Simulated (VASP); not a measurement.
# GaN (P6_3mc) in VASP: single point with PBE

Aim: the single point of GaN with PBE.

Program: VASP 6.6.1. These are calculated values, not measurements. Logs are shortened: lines on timing, memory, paths and dates and some standing lists are left out, and cuts for length are marked.

**1. The cell of the first run**

Symmetry: P6_3mc, No. 186, hexagonal system. Conventional cell: a = 3.218 Å, b = 3.218 Å, c = 5.243 Å, α = 90.00°, β = 90.00°, γ = 120.00°. Ga (site symmetry 3m) has 4 N at 1.97 to 1.98 Å within 2.6 Å. N (site symmetry 3m) has 4 Ga at 1.97 to 1.98 Å within 2.6 Å.

**2. Single point, PBE**

Contents of INCAR:

```
SYSTEM = GaN
PREC = Accurate
ENCUT = 520
EDIFF = 1E-7
ISMEAR = 0
SIGMA = 0.01
LREAL = Auto
LASPH = .TRUE.
NELM = 60
ALGO = Normal
ISIF = 2
LWAVE = .FALSE.
LCHARG = .FALSE.
GGA = PE
NBANDS = 86
```

Contents of KPOINTS:

```
regular mesh
0
G
  3 3 3
  0 0 0
```

Contents of POSCAR:

```
GaN
1.0
    0.0000000000      0.0000000000     -5.2431683713
   -3.2183708025     -5.5743817476      0.0000000000
   -3.2183708025      5.5743817476      0.0000000000
Ga N
8 8
Direct
    0.5008651418      0.1666666667      0.8333333333
    0.5008651418      0.1666666667      0.3333333333
    0.5008651418      0.6666666667      0.8333333333
    0.5008651418      0.6666666667      0.3333333333
    0.0008651418      0.3333333333      0.1666666667
    0.0008651418      0.3333333333      0.6666666667
    0.0008651418      0.8333333333      0.1666666667
    0.0008651418      0.8333333333      0.6666666667
    0.1241348582      0.1666666667      0.8333333333
    0.1241348582      0.1666666667      0.3333333333
    0.1241348582      0.6666666667      0.8333333333
    0.1241348582      0.6666666667      0.3333333333
    0.6241348582      0.3333333333      0.1666666667
    0.6241348582      0.3333333333      0.6666666667
    0.6241348582      0.8333333333      0.1666666667
    0.6241348582      0.8333333333      0.6666666667
```

Potentials or basis: VASP PAW PBE potentials, release 64 (Ga_d, N).

Run with:

```bash
$ cat potpaw_PBE.64/Ga_d/POTCAR potpaw_PBE.64/N/POTCAR > POTCAR
$ mpirun -np 1 vasp_std > vasp.out
```

OUTCAR:

```text
SYSTEM = GaN
   PREC = Accurate
   ENCUT = 520
   EDIFF = 1E-7
   ISMEAR = 0
   LREAL = Auto
   LASPH = .TRUE.
   NELM = 60
   ISIF = 2
   GGA = PE

 ion  position               nearest neighbor table
   1  0.501  0.167  0.833-  14 1.97  13 1.97  16 1.97   9 1.98
   2  0.501  0.167  0.333-  13 1.97  14 1.97  15 1.97  10 1.98
   3  0.501  0.667  0.833-  16 1.97  15 1.97  14 1.97  11 1.98
   4  0.501  0.667  0.333-  15 1.97  13 1.97  16 1.97  12 1.98
   5  0.001  0.333  0.167-  10 1.97   9 1.97  12 1.97  13 1.98
   6  0.001  0.333  0.667-   9 1.97  10 1.97  11 1.97  14 1.98
[... 8 lines left out ...]
  15  0.624  0.833  0.167-   4 1.97   3 1.97   2 1.97   7 1.98
  16  0.624  0.833  0.667-   3 1.97   1 1.97   4 1.97   8 1.98

  LATTYP: Found a hexagonal cell.
 ALAT       =     6.4367416051
 C/A-ratio  =     0.8145687202

  Lattice vectors:

 A1 = (  -3.2183708025,  -5.5743817476,   0.0000000000)
 A2 = (  -3.2183708025,   5.5743817476,   0.0000000000)
 A3 = (   0.0000000000,   0.0000000000,  -5.2431683713)

Analysis of symmetry for initial positions (statically):
=====================================================================
 Subroutine PRICEL returns following result:

  LATTYP: Found a hexagonal cell.
 ALAT       =     3.2183708025
 C/A-ratio  =     1.6291374403

  Lattice vectors:

 A1 = (  -1.6091854012,  -2.7871908738,   0.0000000000)
 A2 = (  -1.6091854013,   2.7871908738,   0.0000000000)
 A3 = (   0.0000000000,   0.0000000000,  -5.2431683713)

   4 primitive cells build up your supercell.

 Routine SETGRP: Setting up the symmetry group for a
 hexagonal supercell.

 Subroutine GETGRP returns: Found 12 space group operations
 (whereof  6 operations were pure point group operations)
 out of a pool of 24 trial point group operations.

The static configuration has the point symmetry C_3v.
 The point group associated with its full space group is C_6v.

Analysis of symmetry for dynamics (positions and initial velocities):
=====================================================================
 Subroutine PRICEL returns following result:

  LATTYP: Found a hexagonal cell.
 ALAT       =     3.2183708025
 C/A-ratio  =     1.6291374403

  Lattice vectors:

 A1 = (  -1.6091854012,  -2.7871908738,   0.0000000000)
 A2 = (  -1.6091854013,   2.7871908738,   0.0000000000)
 A3 = (   0.0000000000,   0.0000000000,  -5.2431683713)

   4 primitive cells build up your supercell.

 Routine SETGRP: Setting up the symmetry group for a
 hexagonal supercell.

 Subroutine GETGRP returns: Found 12 space group operations
 (whereof  6 operations were pure point group operations)
 out of a pool of 24 trial point group operations.

The dynamic configuration has the point symmetry C_3v.
 The point group associated with its full space group is C_6v.

 Subroutine INISYM returns: Found 12 space group operations
 (whereof  6 operations are pure point group operations),
 and found     4 'primitive' translations

----------------------------------------------------------------------------------------

                                     Primitive cell

  volume of cell :      47.0323

  direct lattice vectors                    reciprocal lattice vectors
    -1.609185401 -2.787190874  0.000000000    -0.310716217 -0.179392091  0.000000000
    -1.609185401  2.787190874  0.000000000    -0.310716217  0.179392091  0.000000000
     0.000000000  0.000000000 -5.243168371     0.000000000  0.000000000 -0.190724373

  length of vectors
     3.218370803  3.218370803  5.243168371     0.358784183  0.358784183  0.190724373

  position of ions in fractional coordinates (direct lattice)
     0.333333333  0.666666667  0.500865142
     0.666666667  0.333333333  0.000865142
     0.333333333  0.666666667  0.124134858
     0.666666667  0.333333333  0.624134858

  ion indices of the primitive-cell ions
   primitive index   ion index
                 1           1
                 2           6
                 3           9
                 4          14

----------------------------------------------------------------------------------------

 KPOINTS: regular mesh

Automatic generation of k-mesh.
 Grid dimensions read from file:
 generate k-points for:    3    3    3

 Generating k-lattice:

  Cartesian coordinates                     Fractional coordinates (reciprocal lattice)
     0.000000000  0.000000000 -0.063574791     0.333333333  0.000000000  0.000000000
    -0.051786036 -0.029898682  0.000000000     0.000000000  0.333333333  0.000000000
    -0.051786036  0.029898682  0.000000000     0.000000000  0.000000000  0.333333333

  Length of vectors
     0.063574791  0.059797364  0.059797364

  Shift w.r.t. Gamma in fractional coordinates (k-lattice)
     0.000000000  0.000000000  0.000000000

 Subroutine IBZKPT returns following result:
 ===========================================

 Found      6 irreducible k-points:

 Following reciprocal coordinates:
            Coordinates               Weight
  0.000000  0.000000  0.000000      1.000000
  0.333333  0.000000  0.000000      2.000000
  0.000000  0.333333  0.000000      6.000000
  0.333333  0.333333  0.000000     12.000000
  0.000000  0.333333  0.333333      2.000000
  0.333333  0.333333  0.333333      4.000000
   k-points           NKPTS =      6   k-points in BZ     NKDIM =      6   number of bands    NBANDS=     86
   number of dos      NEDOS =    301   number of ions     NIONS =     16
   total plane-waves  NPLWV =  92160
   dimension x,y,z NGX =    40 NGY =   48 NGZ =   48
   dimension x,y,z NGXF=    80 NGYF=   96 NGZF=   96
   ions per type =               8   8
   NGX,Y,Z   is equivalent  to a cutoff of  12.68, 12.40, 12.40 a.u.
   NGXF,Y,Z  is equivalent  to a cutoff of  25.37, 24.79, 24.79 a.u.
 SYSTEM =  GaN
   PREC   = accura    normal or accurate (medium, high low for compatibility)
   ISTART =      0    job   : 0-new  1-cont  2-samecut
   ICHARG =      2    charge: 1-file 2-atom 10-const
   ISPIN  =      1    spin polarized calculation?
   LNONCOLLINEAR =      F non collinear calculations
   LSORBIT =      F    spin-orbit coupling
   LASPH  =      T    aspherical Exc in radial PAW
   ENCUT  =  520.0 eV  38.22 Ry    6.18 a.u.   9.75 11.97 11.97*2*pi/ulx,y,z
   NELM   =     60;   NELMIN=  2; NELMDL= -5     # of ELM steps
   EDIFF  = 0.1E-06   stopping-criterion for ELM
   LREAL  =      T    real-space projection
   EDIFFG = 0.1E-05   stopping-criterion for IOM
   NSW    =      0    number of steps for IOM
   IBRION =     -1    ionic relax: 0-MD 1-quasi-New 2-CG
   NFREE  =      0    steps in history (QN), initial steepest desc. (CG)
   ISIF   =      2    stress and relaxation
   ISYM   =      2    0-nonsym 1-usesym 2-fastsym
   POTIM  = 0.5000    time-step for ionic-motion
   TEBEG  =    0.0;   TEEND  =   0.0 temperature during run
   PSTRESS=    0.0 pullay stress
   NELECT =     144.0000    total number of electrons
   NUPDOWN=      -1.0000    fix difference up-down
   EMIN   =  10.00;   EMAX   =-10.00  energy-range for DOS
   EFERMI =   0.00;   METHOD = LEGACY
   ISMEAR =     0;   SIGMA  =   0.01  broadening in eV -4-tet -1-fermi 0-gaus
   EFERMI_NEDOS =   21; number of points for ismear=-14 and -15
   IALGO  =     38    algorithm
   IMIX   =      4    mixing-type and parameters
     AMIX     =   0.40;   BMIX     =  1.00
     AMIX_MAG =   1.60;   BMIX_MAG =  1.00
  volume/ion in A,a.u.               =      11.76        79.35
  Fermi-wavevector in a.u.,A,eV,Ry     =   1.497534  2.829930 30.512551  2.242609
  Thomas-Fermi vector in A             =   2.609410
   LORBIT       =      0    0 simple, 1 ext, 2 COOP (PROOUT), +10 PAW based schemes
   GGA     = PE    functional components
   LHFCALC =     F    Hartree Fock is set to
   AEXX    =    0.0000 exact exchange contribution
   IVDW    =     0    specifies the selected vdW correction
   LEPSILON=     F    determine dielectric tensor
   LRPA    =     F    only Hartree local field effects (RPA)
 non-spin polarized calculation
 Gauss-broadening in eV      SIGMA  =   0.01
  energy-cutoff  :      520.00
  volume of cell :      188.13
 maximum number of plane-waves:      5076
 NGX is ok and might be reduce to    40
   NGX = 19   NGY = 23   NGZ = 23

 number of electron     143.9999826 magnetization

 Free energy of the ion-electron system (eV)
  ---------------------------------------------------
  ext. energy  EPLUGINS =         0.00000000
  ---------------------------------------------------
  free energy    TOTEN  =       -97.28573741 eV

  energy without entropy =      -97.28573741  energy(sigma->0) =      -97.28573741

 E-fermi :   5.1305     XC(G=0): -11.5140

 val. band max:        5.0132589452   @ k =   0.0000   0.0000   0.0000
 cond. band min:       6.7273600369   @ k =   0.0000   0.0000   0.0000
 fundamental gap:      1.7141010917
 Fermi energy:         5.1304585876

 k-point     1 :       0.0000    0.0000    0.0000
  band No.  band energies     occupation
      1     -10.7235      2.00000
      2      -9.9080      2.00000
      3      -9.9080      2.00000
      4      -9.9080      2.00000
      5      -9.9010      2.00000
      6      -9.7561      2.00000
[... 76 lines left out ...]
     83      10.9900      0.00000
     84      13.3578      0.00000

 k-point     2 :       0.3333    0.0000    0.0000
  band No.  band energies     occupation
      1     -10.4471      2.00000
      2     -10.0199      2.00000
      3      -9.8346      2.00000
      4      -9.8346      2.00000
      5      -9.8346      2.00000
      6      -9.7590      2.00000
[... 76 lines left out ...]
     83      12.4162      0.00000
     84      12.6991      0.00000

 k-point     3 :       0.0000    0.3333    0.0000
  band No.  band energies     occupation
      1     -10.4853      2.00000
      2     -10.0635      2.00000
      3      -9.8966      2.00000
      4      -9.8966      2.00000
      5      -9.8469      2.00000
      6      -9.7754      2.00000
[... 76 lines left out ...]
     83      11.6491      0.00000
     84      13.0393      0.00000

 k-point     4 :       0.3333    0.3333    0.0000
  band No.  band energies     occupation
      1     -10.2538      2.00000
      2      -9.9407      2.00000
      3      -9.9277      2.00000
      4      -9.8256      2.00000
      5      -9.8256      2.00000
      6      -9.7982      2.00000
[... 76 lines left out ...]
     83      12.3390      0.00000
     84      12.5717      0.00000

 k-point     5 :       0.0000    0.3333    0.3333
  band No.  band energies     occupation
      1     -10.1561      2.00000
      2     -10.1561      2.00000
      3     -10.1561      2.00000
      4      -9.7898      2.00000
      5      -9.7898      2.00000
      6      -9.7890      2.00000
[... 76 lines left out ...]
     83      12.5399      0.00000
     84      12.5399      0.00000

 k-point     6 :       0.3333    0.3333    0.3333
  band No.  band energies     occupation
      1     -10.0055      2.00000
      2     -10.0055      2.00000
      3     -10.0055      2.00000
      4      -9.8232      2.00000
      5      -9.8232      2.00000
      6      -9.8232      2.00000
[... 76 lines left out ...]
     83      12.1957      0.00000
     84      12.1961      0.00000
 [bands above 84 left out]

------------------------ aborting loop because EDIFF is reached ----------------------------------------

  FORCE on cell =-STRESS in cart. coord.  units (eV):
  Direction    XX          YY          ZZ          XY          YZ          ZX
  --------------------------------------------------------------------------------------
  -------------------------------------------------------------------------------------
  Total        0.0500373      0.0500373      0.0301952      0.0000000      0.0000000      0.0000000
  in kB        0.4261355      0.4261355      0.2571535      0.0000000      0.0000000      0.0000000
  external PRESSURE =       0.3698082 kB  Pullay stress =       0.0000000 kB

 VOLUME and BASIS-vectors are now :
 -----------------------------------------------------------------------------
  energy-cutoff  :      520.00
  volume of cell :      188.13
      direct lattice vectors                 reciprocal lattice vectors
     0.000000000  0.000000000 -5.243168371     0.000000000  0.000000000 -0.190724373
    -3.218370802 -5.574381748  0.000000000    -0.155358108 -0.089696046  0.000000000
    -3.218370802  5.574381748  0.000000000    -0.155358108  0.089696046  0.000000000

 POSITION                                       TOTAL-FORCE (eV/Angst)
 -----------------------------------------------------------------------------------
     -3.21837      3.71625     -2.62612        -0.000000      0.000000      0.001032
     -1.60919      0.92906     -2.62612        -0.000000      0.000000      0.001032
     -4.82756      0.92906     -2.62612        -0.000000      0.000000      0.001032
     -3.21837     -1.85813     -2.62612         0.000000      0.000000      0.001032
     -1.60919     -0.92906     -0.00454         0.000000     -0.000000      0.001032
     -3.21837      1.85813     -0.00454         0.000000     -0.000000      0.001032
[... 8 lines left out ...]
     -3.21837     -3.71625     -3.27244        -0.000000     -0.000000     -0.001032
     -4.82756     -0.92906     -3.27244         0.000000     -0.000000     -0.001032
 -----------------------------------------------------------------------------------
    total drift:                               -0.000025      0.000039      0.007217

  FREE ENERGIE OF THE ION-ELECTRON SYSTEM (eV)
  ---------------------------------------------------
  free  energy   TOTEN  =       -97.2857374091 eV

  energy  without entropy=      -97.2857374091  energy(sigma->0) =      -97.28573741
```

It took 2.4 min on 1 thread of Intel Xeon Platinum 8488C (Sapphire Rapids), shared host; peak memory 0.31 GiB.

What came out:

```yaml
Free_energy: -97.2857 eV
Pressure: 0.0 GPa
Band_gap_on_the_k_mesh: 1.71 eV
```
